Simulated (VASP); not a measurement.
Input of a VASP 6.6.1 run:

POSCAR

```
F
1.0
    0.0000000000      2.3717664070      2.3717664070
    2.3717664070      0.0000000000      2.3717664070
    2.3717664070      2.3717664070      0.0000000000
F
2
Direct
    0.0000000000      0.0000000000      0.0000000000
    0.2500000000      0.2500000000      0.2500000000
```

File INCAR.step1:

```
PREC = Accurate ; ENCUT = 520
ISMEAR = -1 ; SIGMA = 0.1
LREAL = False ; LASPH = True
NELM = 80 ; NBANDS = 14
GGA = PE ; ALGO = Normal
EDIFF = 1E-4 ; LWAVE = True
LCHARG = False
```

INCAR.step2

```
PREC = Accurate ; ENCUT = 520
EDIFF = 1E-6 ; ISMEAR = -1
SIGMA = 0.1 ; LREAL = False
LASPH = True ; NELM = 80
ALGO = Normal ; ISIF = 2
LWAVE = False ; LCHARG = False
METAGGA = R2SCAN ; LMIXTAU = True
NBANDS = 14 ; ISTART = 1
```

File KPOINTS:

```
regular mesh
0
Gamma
  12 12 12
```

Potentials or basis: VASP PAW PBE potentials, release 64 (F).

Command:

```console
$ cat potpaw_PBE.64/F/POTCAR > POTCAR
$ cp INCAR.step1 INCAR
$ mpirun -np 1 vasp_std > vasp.out
$ cp INCAR.step2 INCAR
$ mpirun -np 1 vasp_std > vasp.out
```

**Question.** What does it give for the pressure?

**Answer.** 1.0 GPa.

**Question.** Estimate the band gap on the k mesh.

**Answer.** Zero (bands 7 and 8 overlap by 1.13 eV).

Caveat: the PAW data sets were made with another functional, which shifts forces and pressure a little.
